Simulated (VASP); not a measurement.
## Cu2Au: single point with PBE

Crystal: Cu2Au.

```
Cu Au
1.0
     0.00000    3.47420    3.47420
     3.47420    0.00000    3.47420
     3.47420    3.47420    0.00000
Cu Au
4 2
Direct
  0.12500 0.12500 0.12500
  0.62500 0.12500 0.12500
  0.12500 0.12500 0.62500
  0.12500 0.62500 0.12500
  0.50000 0.50000 0.50000
  0.75000 0.75000 0.75000
```

```json
{
 "Program": "VASP 6.6.1",
 "Task": "single point",
 "Functional": "PBE",
 "Potentials or basis": "VASP PAW PBE potentials, release 64 (Cu, Au)",
 "Cutoff": "520 eV",
 "k mesh": "10 × 10 × 10",
 "Occupations": "gaussian, width 0.1 eV",
 "Spin": "no spin polarisation"
}
```

```json
{
 "Pressure": "0.2 GPa",
 "Band gap on the k mesh": "zero (band 33 reaches 10.62 eV, above the bottom of band 34 at 6.80 eV)"
}
```

Levels at points of the mesh, in eV from the Fermi level:
| k point | band 31 | band 32 | band 33 | band 34 | band 35 | band 36 |
| --- | --- | --- | --- | --- | --- | --- |
| (0.00, 0.00, 0.00) | -1.22 | -0.30 | 2.67 | 2.67 | 2.67 | 3.24 |
| (0.50, 0.00, 0.00) | -1.62 | -1.22 | 0.42 | 1.58 | 1.58 | 3.06 |
| (0.50, 0.50, 0.00) | -1.74 | -1.74 | -0.03 | -0.03 | 0.80 | 0.80 |

Wall time 2.5 min on 1 thread of Intel(R) Xeon(R) 6975P-C (Granite Rapids), on a shared host, peak memory 0.32 GiB.

Caveat: spin-orbit coupling is left out, which moves the levels of the heavy elements.
